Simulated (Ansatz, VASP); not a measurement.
# Bi: VASP beside Ansatz

Contents of INCAR:

```
PREC = Accurate
ENCUT = 520
EDIFF = 1E-6
ISMEAR = -1
SIGMA = 0.1
LREAL = False
LASPH = True
NELM = 60
ALGO = Normal
ISIF = 2
LWAVE = False
LCHARG = True
GGA = RE
LELF = True
LVHAR = True
NBANDS = 38
```

KPOINTS

```
regular mesh
0
Gamma
  12 12 3
```

POSCAR

```
Bi
1.0
    3.6389076848      0.0000000000      0.0000000000
   -1.8194538424      3.1513864971      0.0000000000
    0.0000000000      0.0000000000     12.1829463671
Bi
4
Direct
    0.0000000000      1.0000000000      1.0000000000
    0.0000000000      1.0000000000      0.5000000000
    0.3333333333      0.6666666667      0.2500000000
    0.6666666667      0.3333333333      0.7500000000
```

Input for Ansatz:

```yaml
crystal:
  lattice:
    - [3.6389076848, 0.0, 0.0]
    - [-1.8194538424, 3.1513864971, 0.0]
    - [0.0, 0.0, 12.1829463671]
  atoms:
    - { symbol: Bi, position: [0.0, 1.0, 1.0] }
    - { symbol: Bi, position: [0.0, 1.0, 0.5] }
    - { symbol: Bi, position: [0.3333333333, 0.6666666667, 0.25] }
    - { symbol: Bi, position: [0.6666666667, 0.3333333333, 0.75] }
hamiltonian:
  xc: revpbe
  pseudopotentials:
    kind: paw
    azcp:
      Bi: "pseudopotentials/Bi.paw.azcp"
basis:
  ecutwfc: 420
  fft_grid_basis: typed
kpoints:
  mp_grid: { grid: [12, 12, 3], shift: [0, 0, 0] }
magnetization:
  spin_polarized: false
scf:
  occupations: { method: fermi_dirac, width: 0.1 }
  lower_state_search: "off"
output:
  stress: true
  write_density: true
  write_potential: true
  elf: true
  volumetric_format: npy
```

Alike in both runs: task single point; functional revPBE; k mesh 12 × 12 × 3; occupations fermi-dirac, width 0.1 eV; no spin polarisation.

```csv
,VASP,Ansatz
version,VASP 6.6.1,Ansatz 0.2.0
potentials or method,"VASP PAW PBE potentials, release 64 (Bi_d), cutoff 520 eV","plane waves (420 eV) with PAW, scalar-relativistic"
valence electrons in the cell,60,60
```

|  | VASP | Ansatz | Ansatz less VASP |
| --- | --- | --- | --- |
| pressure (GPa) | -3.2 | -3.2 | +0.06 |
| traceless stress, the component that is largest in VASP (GPa) | 0.28 | 0.28 | +0.004 |

VASP's potentials were made for PBE, not for revPBE.

Neither program's run includes spin-orbit coupling.
